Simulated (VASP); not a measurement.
Input of a VASP 6.6.1 run:

POSCAR

```
Si
1.0
    0.0000000000      2.7755081891      2.7755081891
    2.7755081891      0.0000000000      2.7755081891
    2.7755081891      2.7755081891      0.0000000000
Si
2
Direct
    0.2500000000      0.2500000000      0.2500000000
    0.0000000000      0.0000000000      0.0000000000
```

The input INCAR.step1:

```
SYSTEM = Si
PREC     = Accurate       ! precision mode
ENCUT    = 520            ! plane-wave cutoff, eV
ISMEAR   = 0              ! smearing method
SIGMA    = 0.01           ! smearing width, eV
LREAL    = .FALSE.        ! projectors in reciprocal space
LASPH    = .TRUE.         ! aspherical terms in the spheres
NELM     = 100            ! most SCF steps
NBANDS   = 11             ! bands
GGA      = PE             ! functional
ALGO     = Normal         ! electronic algorithm
EDIFF    = 1E-4           ! SCF threshold, eV
LWAVE    = .TRUE.         ! write WAVECAR
LCHARG   = .FALSE.        ! write CHGCAR
```

INCAR.step2

```
SYSTEM = Si
PREC     = Accurate       ! precision mode
ENCUT    = 520            ! plane-wave cutoff, eV
EDIFF    = 1E-6           ! SCF threshold, eV
ISMEAR   = 0              ! smearing method
SIGMA    = 0.01           ! smearing width, eV
LREAL    = .FALSE.        ! projectors in reciprocal space
LASPH    = .TRUE.         ! aspherical terms in the spheres
NELM     = 100            ! most SCF steps
ALGO     = Normal         ! electronic algorithm
ISIF     = 2              ! what is computed and relaxed
LWAVE    = .FALSE.        ! write WAVECAR
LCHARG   = .FALSE.        ! write CHGCAR
METAGGA  = R2SCAN         ! meta-GGA
LMIXTAU  = .TRUE.       
NBANDS   = 11             ! bands
ISTART   = 1
```

The input KPOINTS:

```
Automatic mesh
0
G
  6 6 6
  0 0 0
```

Potentials or basis: VASP PAW PBE potentials, release 64 (Si).

Launch:

```bash
$ cat potpaw_PBE.64/Si/POTCAR > POTCAR
$ cp INCAR.step1 INCAR
$ mpirun -np 1 vasp_std > vasp.out
$ cp INCAR.step2 INCAR
$ mpirun -np 1 vasp_std > vasp.out
```

(1) Predict the pressure.

(2) Estimate the band gap on the k mesh.

Answers

(1) -5.2 GPa.

(2) 1.01 eV, indirect (least direct gap 2.72 eV).

Caveat: the PAW data sets were made with another functional, which shifts forces and pressure a little.
